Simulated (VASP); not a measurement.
# GeBiS2Br (P4/mmm) in VASP: further runs, part 2 of 2

VASP 6.6.1. Earlier steps stand in the parts before.

## (5) Single point, PBE

This run uses another cell than the first one, of 23.93 Å³/atom.

Input file INCAR:

```
SYSTEM = GeBiS2Br
ALGO = Normal
EDIFF = 1E-6
ENCUT = 520
GGA = PE
ISIF = 2
ISMEAR = 0
LASPH = .True.
LCHARG = .False.
LREAL = .False.
LWAVE = .False.
NBANDS = 32
NELM = 80
PREC = Accurate
SIGMA = 0.1
```

Input file KPOINTS:

```
k-points
0
Gamma
  8 8 8
  0 0 0
```

Input file POSCAR:

```
GeBiS2Br
1.0
    4.8664535427      0.0000000000      0.0000000000
    0.0000000000      4.8664535427      0.0000000000
    0.0000000000      0.0000000000      5.0524923424
Ge Bi S Br
1 1 2 1
Direct
    0.0000000000      0.0000000000      0.0000000000
    0.5000000000      0.5000000000      0.5000000000
    0.5000000000      0.0000000000      0.0000000000
    0.0000000000      0.5000000000      0.0000000000
    0.0000000000      0.0000000000      0.5000000000
```

Potentials or basis: VASP PAW PBE potentials, release 64 (Ge_d, Bi_d, S, Br).

The run is started by

```console
cat potpaw_PBE.64/Ge_d/POTCAR potpaw_PBE.64/Bi_d/POTCAR potpaw_PBE.64/S/POTCAR potpaw_PBE.64/Br/POTCAR > POTCAR
mpirun -np 1 vasp_std > vasp.out
```

OUTCAR:

```text
SYSTEM = GeBiS2Br
   EDIFF = 1E-6
   ENCUT = 520
   GGA = PE
   ISIF = 2
   ISMEAR = 0
   LASPH = .True.
   LREAL = .False.
   NELM = 80
   PREC = Accurate

 ion  position               nearest neighbor table
   1  0.000  0.000  0.000-   3 2.43   4 2.43   4 2.43   3 2.43   5 2.53   5 2.53
   2  0.500  0.500  0.500-
   3  0.500  0.000  0.000-   1 2.43   1 2.43
   4  0.000  0.500  0.000-   1 2.43   1 2.43
   5  0.000  0.000  0.500-   1 2.53   1 2.53

  LATTYP: Found a simple tetragonal cell.
 ALAT       =     4.8664535427
 C/A-ratio  =     1.0382288248

  Lattice vectors:

 A1 = (   4.8664535427,   0.0000000000,   0.0000000000)
 A2 = (   0.0000000000,   4.8664535427,   0.0000000000)
 A3 = (   0.0000000000,   0.0000000000,   5.0524923424)

Analysis of symmetry for initial positions (statically):
=====================================================================
 Subroutine PRICEL returns:
 Original cell was already a primitive cell.

 Routine SETGRP: Setting up the symmetry group for a
 simple tetragonal supercell.
[... 172 lines left out ...]

 E-fermi :   5.3174     XC(G=0):  -9.8400

 val. band max:        5.3093939639   @ k =   0.3750   0.3750   0.0000
 cond. band min:       5.3277932035   @ k =   0.0000   0.0000   0.3750
 fundamental gap:      0.0183992395
 Fermi energy:         5.3174199450

 k-point     1 :       0.0000    0.0000    0.0000
  band No.  band energies     occupation
      1     -19.8916      2.00000
      2     -19.8194      2.00000
      3     -19.8194      2.00000
      4     -19.7905      2.00000
      5     -19.7436      2.00000
      6     -18.5224      2.00000
[... 829 lines left out ...]
     31      12.4308      0.00000
     32      12.7636      0.00000

 [... further k-points ...]

------------------------ aborting loop because EDIFF is reached ----------------------------------------

  FORCE on cell =-STRESS in cart. coord.  units (eV):
  Direction    XX          YY          ZZ          XY          YZ          ZX
  --------------------------------------------------------------------------------------
  -------------------------------------------------------------------------------------
  Total       -0.0468587     -0.0468587      0.0012260      0.0000000      0.0000000      0.0000000
  in kB       -0.6274371     -0.6274371      0.0164156      0.0000000      0.0000000      0.0000000
  external PRESSURE =      -0.4128196 kB  Pullay stress =       0.0000000 kB

 VOLUME and BASIS-vectors are now :
 -----------------------------------------------------------------------------
  energy-cutoff  :      520.00
  volume of cell :      119.65
      direct lattice vectors                 reciprocal lattice vectors
     4.866453543  0.000000000  0.000000000     0.205488451  0.000000000  0.000000000
     0.000000000  4.866453543  0.000000000     0.000000000  0.205488451  0.000000000
     0.000000000  0.000000000  5.052492342     0.000000000  0.000000000  0.197922121

 POSITION                                       TOTAL-FORCE (eV/Angst)
 -----------------------------------------------------------------------------------
      0.00000      0.00000      0.00000         0.000000      0.000000      0.000000
      2.43323      2.43323      2.52625         0.000000      0.000000      0.000000
      2.43323      0.00000      0.00000         0.000000      0.000000      0.000000
      0.00000      2.43323      0.00000         0.000000      0.000000      0.000000
      0.00000      0.00000      2.52625         0.000000      0.000000      0.000000
 -----------------------------------------------------------------------------------
    total drift:                                0.000000      0.000000      0.000000

  FREE ENERGIE OF THE ION-ELECTRON SYSTEM (eV)
  ---------------------------------------------------
  free  energy   TOTEN  =       -17.6495737565 eV

  energy  without entropy=      -17.6392870719  energy(sigma->0) =      -17.64443041
```

stdout:

```text
POSCAR found type information on POSCAR GeBiS Br
 POSCAR found :  4 types and       5 ions
 scaLAPACK will be used
 LDA part: xc-table for (Slater+PW92), standard interpolation
 POSCAR, INCAR and KPOINTS ok, starting setup
 FFT: planning ... GRIDC
 FFT: planning ... GRID_SOFT
 FFT: planning ... GRID
 WAVECAR not read
 entering main loop
```

Wall time 5.5 min (1 thread of Intel Xeon 8259CL, shared host); peak memory 0.43 GiB.

What came out:

| Property | Result |
| --- | --- |
| Free energy | -17.6496 eV |
| Pressure | 0.0 GPa |
| Band gap on the k mesh | zero (bands 24 and 25 overlap by 1.57 eV) |

Caveat: spin-orbit coupling is left out, which moves the levels of the heavy elements.

## (6) The runs side by side

| task | cell | k mesh | cutoff (eV) | gap on the mesh (eV) | pressure (GPa) |
| --- | --- | --- | --- | --- | --- |
| single point | a = 4.762 Å, 5 atoms | 4 × 4 × 4 | 520 | none | 7.7 |
| single point | a = 4.849, b = 4.849, c = 5.132 Å, 5 atoms | 4 × 4 × 4 | 520 | none | 0.0 |
| relaxation of cell and atoms | relaxed from a = 4.762 Å, 5 atoms | 4 × 4 × 4 | 600 | none | 0.1 |
| single point | a = 4.866, b = 4.866, c = 5.052 Å, 5 atoms | 8 × 8 × 8 | 520 | none | 0.0 |

Alike in all rows: level PBE; potentials or basis VASP PAW PBE potentials, release 64 (Ge_d, Bi_d, S, Br); no spin polarisation; smearing gaussian 0.1 eV.

Caveats: spin-orbit coupling is left out, which moves the levels of the heavy elements; the stress differs along the axes, from 6 to 12 GPa (at least some runs).

Total energies depend on the potentials used, so only differences within one code and one set of settings carry meaning.

The gap in the log of VASP goes by the Fermi energy; the results here count the filled bands.